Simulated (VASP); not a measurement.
Set up this calculation in VASP 6.6.1, as the native input.

```yaml
Task: single point
Functional: PBE
Potentials_or_basis: VASP PAW PBE potentials, release 64 (Hf_pv)
Cutoff: 520 eV
k_mesh: 13 × 13 × 7
Occupations: fermi-dirac, width 0.05 eV
Spin: no spin polarisation
Dipole_correction: no
Further_INCAR_settings: ALGO = Normal; EDIFF = 1e-07; NBANDS = 17
```

The structure of Hf lies in POSCAR:

```
Hf
1.0
    3.1966985242      0.0000000000      0.0000000000
   -1.5983492621      2.7684221302      0.0000000000
    0.0000000000      0.0000000000      5.0578000000
Hf
2
Direct
    0.3333333333      0.6666666667      0.2500000000
    0.6666666667      0.3333333333      0.7559314326
```

This cell differs from its parent crystal: atom 2 (Hf) moved by [0.0, 0.0, 0.03] A.

These files were run (other wordings do the same):

INCAR

```
  ALGO = Normal
  EDIFF = 1E-7
  ENCUT = 520
  GGA = PE
  ISIF = 2
  ISMEAR = -1
  LASPH = True
  LCHARG = False
  LREAL = False
  LWAVE = False
  NBANDS = 17
  NELM = 100
  PREC = Accurate
  SIGMA = 0.05
```

KPOINTS

```
k-points
0
Gamma
  13 13 7
```

Potentials or basis: VASP PAW PBE potentials, release 64 (Hf_pv).

Command:

```bash
$ cat potpaw_PBE.64/Hf_pv/POTCAR > POTCAR
$ mpirun -np 1 vasp_std > vasp.out
```

It gave:

```yaml
Pressure: 0.4 GPa
Largest_force: 0.091 eV/Å
Band_gap_on_the_k_mesh: zero (bands 10 and 11 overlap by 1.59 eV)
```

Caveat: the cell differs from its parent crystal (atom 2 (Hf) moved by [0.0, 0.0, 0.03] A); spin-orbit coupling is left out, which moves the levels of the heavy elements.

Run time: 44 s on 1 thread of Intel(R) Xeon(R) Platinum 8375C CPU @ 2.90GHz (Ice Lake), with other jobs on the host, peak memory 0.21 GiB.
